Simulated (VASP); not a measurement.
# TlCl (Pm-3m) in VASP: dielectric tensor with PBE

Aim: the dielectric tensor of TlCl with PBE.

All numbers are computed with VASP 6.6.1; they aren't measurements. Logs are shortened: lines on timing, memory, paths and dates and some standing lists are left out, and cuts for length are marked.

### 1 The cell of the first run

Symmetry: Pm-3m, No. 221, cubic system. The conventional cell has a = 3.794 Å, b = 3.794 Å, c = 3.794 Å, α = 90.00°, β = 90.00°, γ = 90.00°. Within 4.3 Å of Tl (site symmetry m-3m) lie 8 Cl at 3.29 Å and 6 Tl at 3.79 Å. Within 4.3 Å of Cl (site symmetry m-3m) lie 8 Tl at 3.29 Å and 6 Cl at 3.79 Å.

### 2 Dielectric tensor, PBE

File INCAR:

```
SYSTEM = TlCl
ALGO = Normal ; EDIFF = 1E-8
ENCUT = 400 ; GGA = PE
GGA_COMPAT = .False. ; ISIF = 2
ISMEAR = 0 ; LASPH = .True.
LCHARG = .False. ; LEPSILON = .True.
LREAL = .False. ; LWAVE = .False.
NELM = 120 ; PREC = Accurate
SIGMA = 0.01
```

File KPOINTS:

```
k-points
0
Gamma
  6 6 6
  0 0 0
```

File POSCAR:

```
TlCl
1.0
    3.7936346943      0.0000000000      0.0000000000
    0.0000000000      3.7936346943      0.0000000000
    0.0000000000      0.0000000000      3.7936346943
Tl Cl
1 1
Direct
    0.0000000000      0.0000000000      0.0000000000
    0.5000000000      0.5000000000      0.5000000000
```

Potentials or basis: VASP PAW PBE potentials, release 64 (Tl_d, Cl).

Started as:

```
cat potpaw_PBE.64/Tl_d/POTCAR potpaw_PBE.64/Cl/POTCAR > POTCAR
mpirun -np 1 vasp_std > vasp.out
```

OUTCAR:

```text
SYSTEM = TlCl
   EDIFF = 1E-8
   ENCUT = 400
   GGA = PE
   ISIF = 2
   ISMEAR = 0
   LASPH = .True.
   LEPSILON = .True.
   LREAL = .False.
   NELM = 120
   PREC = Accurate

 ion  position               nearest neighbor table
   1  0.000  0.000  0.000-   2 3.29   2 3.29   2 3.29   2 3.29   2 3.29   2 3.29   2 3.29   2 3.29

   2  0.500  0.500  0.500-   1 3.29   1 3.29   1 3.29   1 3.29   1 3.29   1 3.29   1 3.29   1 3.29

  LATTYP: Found a simple cubic cell.
 ALAT       =     3.7936346943

  Lattice vectors:

 A1 = (   3.7936346943,   0.0000000000,   0.0000000000)
 A2 = (   0.0000000000,   3.7936346943,   0.0000000000)
 A3 = (   0.0000000000,   0.0000000000,   3.7936346943)

Analysis of symmetry for initial positions (statically):
=====================================================================
 Subroutine PRICEL returns:
 Original cell was already a primitive cell.

 Routine SETGRP: Setting up the symmetry group for a
 simple cubic supercell.

 Subroutine GETGRP returns: Found 48 space group operations
 (whereof 48 operations were pure point group operations)
 out of a pool of 48 trial point group operations.

The static configuration has the point symmetry O_h .

Analysis of symmetry for dynamics (positions and initial velocities):
=====================================================================
 Subroutine PRICEL returns:
 Original cell was already a primitive cell.

 Routine SETGRP: Setting up the symmetry group for a
 simple cubic supercell.

 Subroutine GETGRP returns: Found 48 space group operations
 (whereof 48 operations were pure point group operations)
 out of a pool of 48 trial point group operations.

The dynamic configuration has the point symmetry O_h .

 Subroutine INISYM returns: Found 48 space group operations
 (whereof 48 operations are pure point group operations),
 and found     1 'primitive' translations

----------------------------------------------------------------------------------------

                                     Primitive cell

  volume of cell :      54.5967

  direct lattice vectors                    reciprocal lattice vectors
     3.793634694  0.000000000  0.000000000     0.263599445  0.000000000  0.000000000
     0.000000000  3.793634694  0.000000000     0.000000000  0.263599445  0.000000000
     0.000000000  0.000000000  3.793634694     0.000000000  0.000000000  0.263599445

  length of vectors
     3.793634694  3.793634694  3.793634694     0.263599445  0.263599445  0.263599445

  position of ions in fractional coordinates (direct lattice)
     0.000000000  0.000000000  0.000000000
     0.500000000  0.500000000  0.500000000

  ion indices of the primitive-cell ions
   primitive index   ion index
                 1           1
                 2           2

----------------------------------------------------------------------------------------

 KPOINTS: k-points

Automatic generation of k-mesh.
 Grid dimensions read from file:
 generate k-points for:    6    6    6

 Generating k-lattice:

  Cartesian coordinates                     Fractional coordinates (reciprocal lattice)
     0.043933241  0.000000000  0.000000000     0.166666667  0.000000000  0.000000000
     0.000000000  0.043933241  0.000000000     0.000000000  0.166666667  0.000000000
     0.000000000  0.000000000  0.043933241     0.000000000  0.000000000  0.166666667

  Length of vectors
     0.043933241  0.043933241  0.043933241

  Shift w.r.t. Gamma in fractional coordinates (k-lattice)
     0.000000000  0.000000000  0.000000000

 Subroutine IBZKPT returns following result:
 ===========================================

 Found     20 irreducible k-points:

 Following reciprocal coordinates:
            Coordinates               Weight
[... 71 lines left out ...]
  energy-cutoff  :      400.00
  volume of cell :       54.60
 maximum number of plane-waves:      1021
 NGX is ok and might be reduce to    28
   NGX = 13   NGY = 13   NGZ = 13

--------------------------------------- Ionic step        1  -------------------------------------------

 number of electron      20.0000002 magnetization

 E-fermi :   3.2084     XC(G=0):  -9.2940

 val. band max:        3.0866850261   @ k =   0.5000   0.0000   0.0000
 cond. band min:       5.0851171974   @ k =   0.5000   0.0000   0.0000
 fundamental gap:      1.9984321713
 Fermi energy:         3.2084000339

 k-point     1 :       0.0000    0.0000    0.0000
  band No.  band energies     occupation
      1     -10.9039      2.00000
      2      -6.9255      2.00000
      3      -6.9255      2.00000
      4      -6.6573      2.00000
      5      -6.6573      2.00000
      6      -6.6573      2.00000
      7      -1.5538      2.00000
      8       1.4038      2.00000
      9       1.4038      2.00000
     10       1.4038      2.00000
     11      10.8404      0.00000
     12      10.8404      0.00000
     13      11.0248      0.00000
     14      11.0248      0.00000
[... 309 lines left out ...]
      1     -10.2948      2.00000
      2      -6.8629      2.00000
      3      -6.8629      2.00000
      4      -6.8629      2.00000
      5      -6.5783      2.00000
      6      -6.5783      2.00000
      7       0.9044      2.00000
      8       0.9044      2.00000
      9       0.9044      2.00000
     10       0.9570      2.00000
     11       5.4995      0.00000
     12       5.4995      0.00000
     13       5.4995      0.00000
     14      16.1074      0.00000

  FORCE on cell =-STRESS in cart. coord.  units (eV):
  Direction    XX          YY          ZZ          XY          YZ          ZX
  --------------------------------------------------------------------------------------
  -------------------------------------------------------------------------------------
  Total        0.7389294      0.7389294      0.7389294     -0.0000000     -0.0000000      0.0000000
  in kB       21.6843801     21.6843801     21.6843801     -0.0000000     -0.0000000      0.0000000
  external PRESSURE =      21.6843801 kB  Pullay stress =       0.0000000 kB

 VOLUME and BASIS-vectors are now :
 -----------------------------------------------------------------------------
  energy-cutoff  :      400.00
  volume of cell :       54.60
      direct lattice vectors                 reciprocal lattice vectors
     3.793634694  0.000000000  0.000000000     0.263599445  0.000000000  0.000000000
     0.000000000  3.793634694  0.000000000     0.000000000  0.263599445  0.000000000
     0.000000000  0.000000000  3.793634694     0.000000000  0.000000000  0.263599445

 POSITION                                       TOTAL-FORCE (eV/Angst)
 -----------------------------------------------------------------------------------
      0.00000      0.00000      0.00000         0.000000      0.000000      0.000000
      1.89682      1.89682      1.89682         0.000000      0.000000      0.000000
 -----------------------------------------------------------------------------------
    total drift:                               -0.000000      0.000000      0.000000

  FREE ENERGIE OF THE ION-ELECTRON SYSTEM (eV)
  ---------------------------------------------------
  free  energy   TOTEN  =        -5.9848389689 eV

  energy  without entropy=       -5.9848389689  energy(sigma->0) =       -5.98483897

 HEAD OF MICROSCOPIC STATIC DIELECTRIC TENSOR (INDEPENDENT PARTICLE, excluding Hartree and local field effects)
 ------------------------------------------------------
           6.125069     0.000000    -0.000000
           0.000000     6.125069     0.000000
           0.000000    -0.000000     6.125069
 ------------------------------------------------------

 Free energy of the ion-electron system (eV)
  ---------------------------------------------------
  ---------------------------------------------------
  free energy    TOTEN  =        -0.76659550 eV

  energy without entropy =       -0.76659550

------------------------ aborting loop because EDIFF is reached ----------------------------------------

--------------------------------------- Ionic step        2  -------------------------------------------

------------------------ aborting loop because EDIFF is reached ----------------------------------------

--------------------------------------- Ionic step        3  -------------------------------------------

 Free energy of the ion-electron system (eV)
  ---------------------------------------------------
  ---------------------------------------------------
  free energy    TOTEN  =        -0.76659550 eV

  energy without entropy =       -0.76659550

------------------------ aborting loop because EDIFF is reached ----------------------------------------

 PIEZOELECTRIC TENSOR FIELD DIRECTION 3  (e Angst)
 -----------------------------------------------------------------------------
    -0.00284  0.00000  0.00000           ( -0.00001  0.00000 -0.00000)
     0.00000 -0.00284 -0.00000           (  0.00000 -0.00001  0.00000)
     0.00000 -0.00000  0.00598           ( -0.00000  0.00000 -0.00002)

 PIEZOELECTRIC TENSOR FIELD DIRECTION 3  (C/m^2)
 -----------------------------------------------------------------------------
    -0.00083  0.00000  0.00000
     0.00000 -0.00083 -0.00000
     0.00000 -0.00000  0.00176

 MACROSCOPIC STATIC DIELECTRIC TENSOR (including local field effects in DFT)
 ------------------------------------------------------
           5.612927    -0.000000     0.000000
          -0.000000     5.612927    -0.000000
           0.000000     0.000000     5.612927
 ------------------------------------------------------

 PIEZOELECTRIC TENSOR (including local field effects)  for field in x, y, z        (e  Angst)
          XX          YY          ZZ          XY          YZ          ZX
  --------------------------------------------------------------------------------
  x     0.00000     0.00000     0.00000     0.00000     0.00000     0.00000
  y     0.00000     0.00000     0.00000     0.00000     0.00000     0.00000
  z     0.00000     0.00000     0.00000     0.00000     0.00000     0.00000

 PIEZOELECTRIC TENSOR (including local field effects)  for field in x, y, z        (C/m^2)
          XX          YY          ZZ          XY          YZ          ZX
  --------------------------------------------------------------------------------
  x     0.00000     0.00000     0.00000     0.00000     0.00000     0.00000
  y     0.00000     0.00000     0.00000     0.00000     0.00000     0.00000
  z     0.00000     0.00000     0.00000     0.00000     0.00000     0.00000

 BORN EFFECTIVE CHARGES (including local field effects) (in |e|, cummulative output)
 ---------------------------------------------------------------------------------
 ion    1
    1     2.06382    -0.00000     0.00000
    2    -0.00000     2.06382    -0.00000
    3     0.00000    -0.00000     2.06382
 ion    2
    1    -2.06382     0.00000    -0.00000
    2     0.00000    -2.06382     0.00000
    3    -0.00000     0.00000    -2.06382
```

Run time: 2.6 min. Hardware: 1 thread of Intel Xeon 8259CL, shared host; peak memory 0.21 GiB.

Results:

```yaml
Band_gap_on_the_k_mesh: 2.00 eV
Electronic_dielectric_tensor_diagonal: 5.61
Born_charges_mean_of_the_diagonal: Tl +2.06; Cl -2.06 e
```

Levels at points of the mesh, in eV from the valence-band top:
| k point | band 7 | band 8 | band 9 | band 10 | band 11 | band 12 | band 13 | band 14 |
| --- | --- | --- | --- | --- | --- | --- | --- | --- |
| (0.00, 0.00, 0.00) | -4.64 | -1.68 | -1.68 | -1.68 | 7.75 | 7.75 | 7.94 | 7.94 |
| (0.50, 0.00, 0.00) | -5.65 | -1.22 | -1.22 | 0.00 | 2.00 | 6.57 | 6.57 | 8.66 |
| (0.50, 0.50, 0.00) | -3.42 | -3.22 | -3.22 | -1.18 | 4.91 | 4.91 | 8.42 | 8.60 |
| (0.50, 0.50, 0.50) | -2.18 | -2.18 | -2.18 | -2.13 | 2.41 | 2.41 | 2.41 | 13.02 |

Electronic dielectric tensor:
```
5.61 0.00 0.00
0.00 5.61 0.00
0.00 0.00 5.61
```

Born effective charge tensors (e):
atom 1, Tl
```
2.06 0.00 0.00
0.00 2.06 0.00
0.00 0.00 2.06
```
atom 2, Cl
```
-2.06  0.00  0.00
 0.00 -2.06  0.00
 0.00  0.00 -2.06
```

Caveat: spin-orbit coupling is left out, which moves the levels of the heavy elements.
